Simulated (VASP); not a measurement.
Input of a VASP 6.6.1 run:

Contents of INCAR:

```
SYSTEM = Se
PREC = Accurate
ENCUT = 600
EDIFF = 1E-6
ISMEAR = -1
SIGMA = 0.05
LREAL = .FALSE.
LASPH = .TRUE.
NELM = 80
ALGO = Normal
ISIF = 3
LWAVE = .FALSE.
LCHARG = .FALSE.
GGA = PS
IBRION = 2
NSW = 60
EDIFFG = -0.005
PSTRESS = 650.0
```

File KPOINTS:

```
Automatic mesh
0
G
  17 17 17
  0 0 0
```

File POSCAR:

```
Se
1.0
   -1.5023884633      1.5023884633      1.5023884633
    1.5023884633     -1.5023884633      1.5023884633
    1.5023884633      1.5023884633     -1.5023884633
Se
1
Direct
    0.0000000000      0.0000000000      0.0000000000
```

Potentials or basis: VASP PAW PBE potentials, release 64 (Se).

Command:

```console
$ cat potpaw_PBE.64/Se/POTCAR > POTCAR
$ mpirun -np 1 vasp_std > vasp.out
```

Q: Predict the band gap on the k mesh.

A: Zero (bands 3 and 4 overlap by 11.62 eV).

Q: Estimate the relaxed cell.

A: a = 2.606 Å, b = 2.606 Å, c = 2.606 Å, α = 109.47°, β = 109.47°, γ = 109.47°.

Q: What does it give for the space group after relaxing (to 0.1 Å)?

A: Im-3m (No. 229).

Q: Predict the relaxed volume.

A: 13.62 Å³/atom.

Step by step:
```
step  energy change (eV)  largest force (eV/Å)  pressure (GPa)  volume (Å³)
   1              0.0000                0.0000           66.26        13.56
   2             -0.0840                0.0000           61.28        13.78
   3             -0.0213                0.0000           65.00        13.62
```

Caveat: the cell is relaxed towards a set pressure, so the run minimises the enthalpy, not the energy; the PAW data sets were made with another functional, which shifts forces and pressure a little.
